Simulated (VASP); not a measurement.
Crystal: SnSe.

```
CELL_PARAMETERS angstrom
3.44701 0.00000 0.00000
-1.72351 2.98520 0.00000
0.00000 0.00000 6.50119
ATOMIC_POSITIONS crystal
Sn 0.00000 0.00000 0.00000
Se 0.00000 0.00000 0.50000
```

The cell was built from a structure type or drawn by symmetry, and may not be a known phase.

| Item | Value |
| --- | --- |
| Program | VASP 6.6.1 |
| Task | relaxation of cell and atoms |
| Functional | PBE |
| Potentials or basis | VASP PAW PBE potentials, release 64 (Sn_d, Se) |
| Cutoff | 600 eV |
| k mesh | 6 × 6 × 4 |
| Occupations | gaussian, width 0.1 eV |
| Spin | no spin polarisation |

At the start: pressure -7.0 GPa; volume 33.45 Å³/atom.

Question: How do energy, volume and symmetry change on relaxing?

Answer: Over 11 steps the energy falls by 234.8 meV/atom and the volume is 25.60 Å³/atom (-23.5 %); space group P6/mmm (No. 191, to 0.1 Å) before and after.

The path:
| step | energy change (eV) | largest force (eV/Å) | pressure (GPa) | volume (Å³) |
| --- | --- | --- | --- | --- |
| 1 | 0.0000 | 0.0000 | -7.04 | 66.90 |
| 2 | -0.4186 | 0.0000 | -1.80 | 53.65 |
| 3 | -0.4324 | 0.0000 | -0.13 | 51.56 |
| 4 | -0.4326 | 0.0000 | 0.15 | 51.28 |
| 5 | -0.4597 | 0.0000 | -0.17 | 50.90 |
| 6 | -0.4188 | 0.0000 | 2.71 | 49.83 |
| 7 | -0.4672 | 0.0000 | 0.39 | 50.66 |
| 8 | -0.4680 | 0.0000 | 0.63 | 50.56 |
| 9 | -0.4680 | 0.0000 | 0.70 | 50.54 |
| 10 | -0.4692 | 0.0000 | -0.32 | 51.51 |
| 11 | -0.4695 | 0.0000 | 0.01 | 51.21 |

Final structure:
```
Sn Se
1.0
     3.23413    0.00000    0.00000
    -1.61707    2.80084    0.00000
     0.00000    0.00000    5.65309
Sn Se
1 1
Cartesian
  0.0000 0.0000 0.0000
  0.0000 0.0000 2.8265
```

Caveat: the volume moved by over 15 % at a fixed basis, so the end points are rough.
